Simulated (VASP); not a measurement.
# TiB (I-4m2) in VASP: notebook

The runs below take TiB through single point, with r2SCAN.

Everything below comes from runs of VASP 6.6.1. Logs are shortened: lines on timing, memory, paths and dates and some standing lists are left out, and cuts for length are marked.

### 1 The cell of the first run

It takes space group I-4m2 (No. 119, tetragonal). The conventional cell has a = 2.823 Å, b = 2.823 Å, c = 4.202 Å, α = 90.00°, β = 90.00°, γ = 90.00°. Ti (site symmetry -4m2) has 4 B at 1.76 Å within 2.3 Å. Within 2.3 Å of B (site symmetry -4m2) lie 4 Ti at 1.76 Å.

### 2 Single point, r2SCAN (strain -0.050 along x and y, +0.000 along z)

Input file POSCAR:

```
TiB
1.0
    0.0000000000      1.9959500000      2.1010000000
    1.9959500000      0.0000000000      2.1010000000
    1.9959500000      1.9959500000      0.0000000000
Ti B
1 1
Direct
    0.7500000000      0.7500000000      0.7500000000
    0.0000000000      0.0000000000      0.0000000000
```

Input file INCAR.step1:

```
SYSTEM = TiB
PREC = Accurate
ENCUT = 520
ISMEAR = 0
SIGMA = 0.15
LREAL = .False.
LASPH = .True.
NELM = 60
NBANDS = 14
GGA = PE
ALGO = Normal
EDIFF = 1E-4
LWAVE = .True.
LCHARG = .False.
```

Input file INCAR.step2:

```
SYSTEM = TiB
PREC = Accurate
ENCUT = 520
EDIFF = 1E-6
ISMEAR = 0
SIGMA = 0.15
LREAL = .False.
LASPH = .True.
NELM = 60
ALGO = Normal
ISIF = 2
LWAVE = .False.
LCHARG = .True.
METAGGA = R2SCAN
LMIXTAU = .True.
LELF = .True.
LVHAR = .True.
NBANDS = 14
ISTART = 1
```

Input file KPOINTS:

```
regular mesh
0
Gamma
  20 20 20
  0 0 0
```

Potentials or basis: VASP PAW PBE potentials, release 64 (Ti_sv, B).

Command:

```bash
> cat potpaw_PBE.64/Ti_sv/POTCAR potpaw_PBE.64/B/POTCAR > POTCAR
> cp INCAR.step1 INCAR
> mpirun -np 1 vasp_std > vasp.out
> cp INCAR.step2 INCAR
> mpirun -np 1 vasp_std > vasp.out
```

OUTCAR:

```text
SYSTEM = TiB
   PREC = Accurate
   ENCUT = 520
   EDIFF = 1E-6
   ISMEAR = 0
   LREAL = .False.
   LASPH = .True.
   NELM = 60
   ISIF = 2
   METAGGA = R2SCAN
   ISTART = 1

 ion  position               nearest neighbor table
   1  0.750  0.750  0.750-   2 1.76   2 1.76   2 1.76   2 1.76
   2  0.000  0.000  0.000-   1 1.76   1 1.76   1 1.76   1 1.76

  LATTYP: Found a body centered tetragonal cell.
 ALAT       =     2.8226995598
 C/A-ratio  =     1.4886458551

  Lattice vectors:

 A1 = (  -1.9959500000,   0.0000000000,   2.1010000000)
 A2 = (   1.9959500000,   0.0000000000,   2.1010000000)
 A3 = (   0.0000000000,   1.9959500000,  -2.1010000000)

Analysis of symmetry for initial positions (statically):
=====================================================================
 Subroutine PRICEL returns:
 Original cell was already a primitive cell.

 Routine SETGRP: Setting up the symmetry group for a
 body centered tetragonal supercell.

 Subroutine GETGRP returns: Found  8 space group operations
 (whereof  8 operations were pure point group operations)
 out of a pool of 16 trial point group operations.

The static configuration has the point symmetry D_2d.

Analysis of symmetry for dynamics (positions and initial velocities):
=====================================================================
 Subroutine PRICEL returns:
 Original cell was already a primitive cell.

 Routine SETGRP: Setting up the symmetry group for a
 body centered tetragonal supercell.

 Subroutine GETGRP returns: Found  8 space group operations
 (whereof  8 operations were pure point group operations)
 out of a pool of 16 trial point group operations.

The dynamic configuration has the point symmetry D_2d.

 Subroutine INISYM returns: Found  8 space group operations
 (whereof  8 operations are pure point group operations),
 and found     1 'primitive' translations

----------------------------------------------------------------------------------------

                                     Primitive cell

  volume of cell :      16.7400

  direct lattice vectors                    reciprocal lattice vectors
     0.000000000  1.995950000  2.101000000    -0.250507277  0.250507277  0.237981913
     1.995950000  0.000000000  2.101000000     0.250507277 -0.250507277  0.237981913
     1.995950000  1.995950000  0.000000000     0.250507277  0.250507277 -0.237981913

  length of vectors
     2.897933298  2.897933298  2.822699560     0.426782360  0.426782360  0.426782360

  position of ions in fractional coordinates (direct lattice)
     0.750000000  0.750000000  0.750000000
     0.000000000  0.000000000  0.000000000

[... 83 lines left out ...]
   ISYM   =      2    0-nonsym 1-usesym 2-fastsym
   POTIM  = 0.5000    time-step for ionic-motion
   TEBEG  =    0.0;   TEEND  =   0.0 temperature during run
   PSTRESS=    0.0 pullay stress
   NELECT =      15.0000    total number of electrons
   NUPDOWN=      -1.0000    fix difference up-down
   EMIN   =  10.00;   EMAX   =-10.00  energy-range for DOS
   EFERMI =   0.00;   METHOD = LEGACY
   ISMEAR =     0;   SIGMA  =   0.15  broadening in eV -4-tet -1-fermi 0-gaus
   EFERMI_NEDOS =   21; number of points for ismear=-14 and -15
   IALGO  =     38    algorithm
   IMIX   =      4    mixing-type and parameters
     AMIX     =   0.40;   BMIX     =  1.00
     AMIX_MAG =   1.60;   BMIX_MAG =  1.00
  volume/ion in A,a.u.               =       8.37        56.48
  Fermi-wavevector in a.u.,A,eV,Ry     =   1.578290  2.982536 33.892102  2.490999
  Thomas-Fermi vector in A             =   2.678843
   LORBIT       =      0    0 simple, 1 ext, 2 COOP (PROOUT), +10 PAW based schemes
   METAGGA = R2SCAN    functional components
   LHFCALC =     F    Hartree Fock is set to
   AEXX    =    0.0000 exact exchange contribution
   IVDW    =     0    specifies the selected vdW correction
   LEPSILON=     F    determine dielectric tensor
   LRPA    =     F    only Hartree local field effects (RPA)
 non-spin polarized calculation
 Gauss-broadening in eV      SIGMA  =   0.15
  energy-cutoff  :      520.00
  volume of cell :       16.74
 maximum number of plane-waves:       467
 NGX is ok and might be reduce to    24
   NGX = 11   NGY = 11   NGZ = 11

 number of electron      15.0000003 magnetization

 Free energy of the ion-electron system (eV)
  ---------------------------------------------------
  ext. energy  EPLUGINS =         0.00000000
  ---------------------------------------------------
  free energy    TOTEN  =       -14.14188351 eV

  energy without entropy =      -14.13454166  energy(sigma->0) =      -14.13821258

 E-fermi :  10.5787     XC(G=0): -14.2741

 val. band max:       10.5774038518   @ k =   0.3000   0.3000   0.0000
 cond. band min:      10.5854527742   @ k =  -0.4500   0.2500   0.0500
 fundamental gap:      0.0080489224
 Fermi energy:        10.5786850164

 k-point     1 :       0.0000    0.0000    0.0000
  band No.  band energies     occupation
      1     -46.3409      2.00000
      2     -21.3617      2.00000
      3     -21.2791      2.00000
      4     -21.2791      2.00000
      5       0.8427      2.00000
      6       8.0241      2.00000
      7       8.2404      2.00000
      8       8.2404      2.00000
      9      14.0088      0.00000
     10      14.7600      0.00000
     11      24.2022      0.00000
     12      24.5440      0.00000
     13      25.2680      0.00000
     14      25.2680      0.00000
[... 377 lines left out ...]
      1     -46.1802      2.00000
      2     -22.2840      2.00000
      3     -21.5384      2.00000
      4     -21.3857      2.00000
      5       3.9589      2.00000
      6       7.6989      2.00000
      7       8.7792      2.00000
      8       9.3009      2.00000
      9      14.4538      0.00000
     10      15.1291      0.00000
     11      19.0528      0.00000
     12      22.7926      0.00000
     13      23.5721      0.00000
     14      24.7701      0.00000

 [... further k-points ...]
[... 5 lines left out ...]
  --------------------------------------------------------------------------------------
  -------------------------------------------------------------------------------------
  Total       17.6369963     17.6369963     19.1176671      0.0000000      0.0000000      0.0000000
  in kB     1688.0287644   1688.0287644   1829.7430782      0.0000000      0.0000000      0.0000000
  external PRESSURE =    1735.2668690 kB  Pullay stress =       0.0000000 kB

 VOLUME and BASIS-vectors are now :
 -----------------------------------------------------------------------------
  energy-cutoff  :      520.00
  volume of cell :       16.74
      direct lattice vectors                 reciprocal lattice vectors
     0.000000000  1.995950000  2.101000000    -0.250507277  0.250507277  0.237981913
     1.995950000  0.000000000  2.101000000     0.250507277 -0.250507277  0.237981913
     1.995950000  1.995950000  0.000000000     0.250507277  0.250507277 -0.237981913

 POSITION                                       TOTAL-FORCE (eV/Angst)
 -----------------------------------------------------------------------------------
      2.99392      2.99392      3.15150        -0.000000     -0.000000      0.000000
      0.00000      0.00000      0.00000         0.000000      0.000000     -0.000000
 -----------------------------------------------------------------------------------
    total drift:                               -0.000001     -0.000001      0.000002

  FREE ENERGIE OF THE ION-ELECTRON SYSTEM (eV)
  ---------------------------------------------------
  free  energy   TOTEN  =       -14.1418835057 eV

  energy  without entropy=      -14.1345416561  energy(sigma->0) =      -14.13821258
```

OSZICAR.step1:

```text
N       E                     dE             d eps       ncg     rms          rms(c)
DAV:   1     0.127757845843E+03    0.12776E+03   -0.79011E+03 17948   0.135E+03
DAV:   2    -0.145009383572E+01   -0.12921E+03   -0.12190E+03 18602   0.340E+02
DAV:   3    -0.103004238534E+02   -0.88503E+01   -0.85516E+01 25586   0.856E+01
DAV:   4    -0.108510681513E+02   -0.55064E+00   -0.54988E+00 21126   0.159E+01
DAV:   5    -0.108599871367E+02   -0.89190E-02   -0.89186E-02 22914   0.198E+00    0.292E+01
DAV:   6    -0.827721172465E+01    0.25828E+01   -0.53517E+00 24916   0.378E+01    0.791E+00
DAV:   7    -0.835625224553E+01   -0.79041E-01   -0.71228E-01 18674   0.844E+00    0.593E+00
DAV:   8    -0.843522390202E+01   -0.78972E-01   -0.20192E-01 27604   0.371E+00    0.888E-01
DAV:   9    -0.843917252207E+01   -0.39486E-02   -0.10521E-02 18134   0.928E-01    0.336E-01
DAV:  10    -0.843868826811E+01    0.48425E-03   -0.19290E-03 21222   0.496E-01    0.190E-01
DAV:  11    -0.843860038038E+01    0.87888E-04   -0.66588E-04 18224   0.283E-01
   1 F= -.84386004E+01 E0= -.84346710E+01  d E =-.785885E-02
```

Wall time 10 min (1 thread of Intel Xeon 8259CL, shared host); peak memory 0.28 GiB.

What came out:

```yaml
Free_energy: -14.1419 eV
Pressure: 173.5 GPa
Band_gap_on_the_k_mesh: zero (an odd number of electrons rules out a gap without spin polarisation)
```

Stress tensor (GPa, compression positive):
```
168.80   0.00   0.00
  0.00 168.80   0.00
  0.00   0.00 182.97
```

Caveat: the cell differs from its parent crystal (strain -0.050 along x and y, +0.000 along z); the stress differs along the axes, from 169 to 183 GPa; the PAW data sets were made with another functional, which shifts forces and pressure a little.

### 3 Single point, r2SCAN (strain -0.025 along x and y, -0.050 along z)

Input file POSCAR:

```
TiB
1.0
    0.0000000000      2.0484750000      1.9959500000
    2.0484750000      0.0000000000      1.9959500000
    2.0484750000      2.0484750000      0.0000000000
Ti B
1 1
Direct
    0.7500000000      0.7500000000      0.7500000000
    0.0000000000      0.0000000000      0.0000000000
```

Input file INCAR.step1:

```
ALGO     = Normal         # electronic algorithm
EDIFF    = 1E-4           # SCF threshold, eV
ENCUT    = 520            # plane-wave cutoff, eV
GGA      = PE             # functional
ISMEAR   = 0              # smearing method
LASPH    = True           # aspherical terms in the spheres
LCHARG   = False          # write CHGCAR
LREAL    = False          # projectors in reciprocal space
LWAVE    = True           # write WAVECAR
NBANDS   = 14             # bands
NELM     = 80             # most SCF steps
PREC     = Accurate       # precision mode
SIGMA    = 0.15           # smearing width, eV
```

Input file INCAR.step2:

```
ALGO     = Normal         # electronic algorithm
EDIFF    = 1E-7           # SCF threshold, eV
ENCUT    = 520            # plane-wave cutoff, eV
ISIF     = 2              # what is computed and relaxed
ISMEAR   = 0              # smearing method
ISTART   = 1            
LASPH    = True           # aspherical terms in the spheres
LCHARG   = True           # write CHGCAR
LELF     = True           # ELF
LMIXTAU  = True         
LREAL    = False          # projectors in reciprocal space
LVHAR    = True         
LWAVE    = False          # write WAVECAR
METAGGA  = R2SCAN         # meta-GGA
NBANDS   = 14             # bands
NELM     = 80             # most SCF steps
PREC     = Accurate       # precision mode
SIGMA    = 0.15           # smearing width, eV
```

Input file KPOINTS:

```
k-points
0
Gamma
  20 20 20
```

Potentials or basis: VASP PAW PBE potentials, release 64 (Ti_sv, B).

Command:

```bash
> cat potpaw_PBE.64/Ti_sv/POTCAR potpaw_PBE.64/B/POTCAR > POTCAR
> cp INCAR.step1 INCAR
> mpirun -np 1 vasp_std > vasp.out
> cp INCAR.step2 INCAR
> mpirun -np 1 vasp_std > vasp.out
```

It took 12 min on 1 thread of Intel Xeon 8259CL, shared host; peak memory 0.28 GiB.

The run converged. Its results:

```yaml
Free_energy: -14.1348 eV
Pressure: 173.4 GPa
Band_gap_on_the_k_mesh: zero (an odd number of electrons rules out a gap without spin polarisation)
```

Stress tensor (GPa, compression positive):
```
176.27   0.00   0.00
  0.00 176.27   0.00
  0.00   0.00 167.80
```

Levels at points of the mesh, in eV from the Fermi level:
```
           k point  band 6  band 7  band 8  band 9  band 10  band 11
(0.00, 0.00, 0.00)   -2.44   -2.44   -2.34    3.66     4.02    13.96
(0.50, 0.00, 0.00)   -2.46   -1.69   -1.39    4.83     4.98     7.06
(0.50, 0.50, 0.00)   -4.77    1.84    2.17    2.17     5.64     7.04
(0.50, 0.00, 0.50)   -4.66    1.35    2.20    2.41     5.64     6.92
```

Caveat: the cell differs from its parent crystal (strain -0.025 along x and y, -0.050 along z); the stress differs along the axes, from 168 to 176 GPa; the PAW data sets were made with another functional, which shifts forces and pressure a little.

### 4 Single point, r2SCAN (strain +0.000 along x and y, +0.050 along z)

Input file POSCAR:

```
TiB
1.0
    0.0000000000      2.1010000000      2.2060500000
    2.1010000000      0.0000000000      2.2060500000
    2.1010000000      2.1010000000      0.0000000000
Ti B
1 1
Direct
    0.7500000000      0.7500000000      0.7500000000
    0.0000000000      0.0000000000      0.0000000000
```

Input file INCAR.step1:

```
ALGO = Normal ; EDIFF = 1E-4
ENCUT = 520 ; GGA = PE
ISMEAR = 0 ; LASPH = True
LCHARG = False ; LREAL = False
LWAVE = True ; NBANDS = 14
NELM = 100 ; PREC = Accurate
SIGMA = 0.15
```

Input file INCAR.step2:

```
ALGO = Normal ; EDIFF = 1E-6
ENCUT = 520 ; ISIF = 2
ISMEAR = 0 ; ISTART = 1
LASPH = True ; LCHARG = True
LELF = True ; LMIXTAU = True
LREAL = False ; LVHAR = True
LWAVE = False ; METAGGA = R2SCAN
NBANDS = 14 ; NELM = 100
PREC = Accurate ; SIGMA = 0.15
```

KPOINTS is that of step 3.

Command:

```bash
> cat potpaw_PBE.64/Ti_sv/POTCAR potpaw_PBE.64/B/POTCAR > POTCAR
> cp INCAR.step1 INCAR
> mpirun -np 1 vasp_std > vasp.out
> cp INCAR.step2 INCAR
> mpirun -np 1 vasp_std > vasp.out
```

Run time: 14 min. Hardware: 1 thread of Intel Xeon 8259CL, shared host; peak memory 0.3 GiB.

The run converged. Its results:

```
Free energy            : -16.4369 eV
Pressure               : 101.3 GPa
Band gap on the k mesh : zero (an odd number of electrons rules out a gap without spin polarisation)
```

Stress tensor (GPa, compression positive):
```
 98.31   0.00   0.00
  0.00  98.31   0.00
  0.00   0.00 107.25
```

Levels at points of the mesh, in eV from the Fermi level:
```
           k point  band 4  band 5  band 6  band 7  band 8  band 9  band 10  band 11  band 12  band 13
(0.00, 0.00, 0.00)  -32.28   -9.48   -2.07   -1.89   -1.89    3.19     3.77    12.38    12.45    13.13
(0.50, 0.00, 0.00)  -32.37   -6.11   -2.73   -1.43   -0.96    4.23     4.38     5.95    10.00    10.21
(0.50, 0.50, 0.00)  -32.52   -4.83   -4.64    0.62    1.94    1.94     5.00     6.16     6.16     7.21
(0.50, 0.00, 0.50)  -32.58   -4.85   -4.65    1.27    1.49    1.81     4.87     5.93     6.35     7.81
```

Caveat: the cell differs from its parent crystal (strain +0.000 along x and y, +0.050 along z); the stress differs along the axes, from 98 to 107 GPa; the PAW data sets were made with another functional, which shifts forces and pressure a little.

### 5 Single point, r2SCAN (strain +0.025 along x and y, +0.000 along z)

Input file POSCAR:

```
TiB
1.0
    0.0000000000      2.1535250000      2.1010000000
    2.1535250000      0.0000000000      2.1010000000
    2.1535250000      2.1535250000      0.0000000000
Ti B
1 1
Direct
    0.7500000000      0.7500000000      0.7500000000
    0.0000000000      0.0000000000      0.0000000000
```

Input file INCAR.step1:

```
PREC = Accurate
ENCUT = 520
ISMEAR = 0
SIGMA = 0.15
LREAL = F
LASPH = T
NELM = 60
NBANDS = 14
GGA = PE
ALGO = Normal
EDIFF = 1E-4
LWAVE = T
LCHARG = F
```

Input file INCAR.step2:

```
PREC = Accurate
ENCUT = 520
EDIFF = 1E-7
ISMEAR = 0
SIGMA = 0.15
LREAL = F
LASPH = T
NELM = 60
ALGO = Normal
ISIF = 2
LWAVE = F
LCHARG = F
METAGGA = R2SCAN
LMIXTAU = T
NBANDS = 14
ISTART = 1
```

Input file KPOINTS:

```
regular mesh
0
Gamma
  20 20 20
```

Potentials or basis: VASP PAW PBE potentials, release 64 (Ti_sv, B).

Command:

```bash
> cat potpaw_PBE.64/Ti_sv/POTCAR potpaw_PBE.64/B/POTCAR > POTCAR
> cp INCAR.step1 INCAR
> mpirun -np 1 vasp_std > vasp.out
> cp INCAR.step2 INCAR
> mpirun -np 1 vasp_std > vasp.out
```

OUTCAR:

```text
PREC = Accurate
   ENCUT = 520
   EDIFF = 1E-7
   ISMEAR = 0
   LREAL = F
   LASPH = T
   NELM = 60
   ISIF = 2
   METAGGA = R2SCAN
   ISTART = 1

 ion  position               nearest neighbor table
   1  0.750  0.750  0.750-   2 1.85   2 1.85   2 1.85   2 1.85
   2  0.000  0.000  0.000-   1 1.85   1 1.85   1 1.85   1 1.85

  LATTYP: Found a body centered tetragonal cell.
 ALAT       =     3.0455442619
 C/A-ratio  =     1.3797205487

  Lattice vectors:

[... 585 lines left out ...]
      8       7.6389      2.00000
      9      12.3031      0.00000
     10      12.8031      0.00000
     11      15.9109      0.00000
     12      19.5381      0.00000
     13      20.1125      0.00000
     14      21.9713      0.00000

 [... further k-points ...]
[... 5 lines left out ...]
  --------------------------------------------------------------------------------------
  -------------------------------------------------------------------------------------
  Total       12.5462023     12.5462023     11.8623515      0.0000000      0.0000000      0.0000000
  in kB     1031.4946615   1031.4946615    975.2713937      0.0000000      0.0000000      0.0000000
  external PRESSURE =    1012.7535722 kB  Pullay stress =       0.0000000 kB

 VOLUME and BASIS-vectors are now :
 -----------------------------------------------------------------------------
  energy-cutoff  :      520.00
  volume of cell :       19.49
      direct lattice vectors                 reciprocal lattice vectors
     0.000000000  2.153525000  2.101000000    -0.232177476  0.232177476  0.237981913
     2.153525000  0.000000000  2.101000000     0.232177476 -0.232177476  0.237981913
     2.153525000  2.153525000  0.000000000     0.232177476  0.232177476 -0.237981913

 POSITION                                       TOTAL-FORCE (eV/Angst)
 -----------------------------------------------------------------------------------
      3.23029      3.23029      3.15150        -0.000000     -0.000000      0.000000
      0.00000      0.00000      0.00000         0.000000      0.000000      0.000000
 -----------------------------------------------------------------------------------
    total drift:                                0.000002      0.000002     -0.000001

  FREE ENERGIE OF THE ION-ELECTRON SYSTEM (eV)
  ---------------------------------------------------
  free  energy   TOTEN  =       -16.4309057276 eV

  energy  without entropy=      -16.4215111747  energy(sigma->0) =      -16.42620845
```

It took 14 min on 1 thread of Intel Xeon 8259CL, shared host; peak memory 0.3 GiB.

What came out:

```
Free energy            : -16.4309 eV
Pressure               : 101.3 GPa
Band gap on the k mesh : zero (an odd number of electrons rules out a gap without spin polarisation)
```

Caveat: the cell differs from its parent crystal (strain +0.025 along x and y, +0.000 along z); the stress differs along the axes, from 98 to 103 GPa; the PAW data sets were made with another functional, which shifts forces and pressure a little.

### 6 Overview

```tsv
cell	gap on the mesh (eV)	pressure (GPa)
a = 2.898, b = 2.898, c = 2.823 Å, angles 60.9, 60.9, 58.3°, 2 atoms	none	173.5
a = 2.860, b = 2.860, c = 2.897 Å, angles 59.6, 59.6, 60.9°, 2 atoms	none	173.4
a = 3.046, b = 3.046, c = 2.971 Å, angles 60.8, 60.8, 58.4°, 2 atoms	none	101.3
a = 3.009, b = 3.009, c = 3.046 Å, angles 59.6, 59.6, 60.8°, 2 atoms	none	101.3
```

Alike in all rows: task single point; level r2SCAN; potentials or basis VASP PAW PBE potentials, release 64 (Ti_sv, B); no spin polarisation; k mesh 20 × 20 × 20; cutoff (eV) 520; smearing gaussian 0.15 eV.

Caveats: the PAW data sets were made with another functional, which shifts forces and pressure a little; the stress differs along the axes, from 169 to 183 GPa (at least some runs); the stress differs along the axes, from 168 to 176 GPa (at least some runs); the stress differs along the axes, from 98 to 107 GPa (at least some runs); the stress differs along the axes, from 98 to 103 GPa (at least some runs).

Total energies depend on the potentials used, so only differences within one code and one set of settings carry meaning.
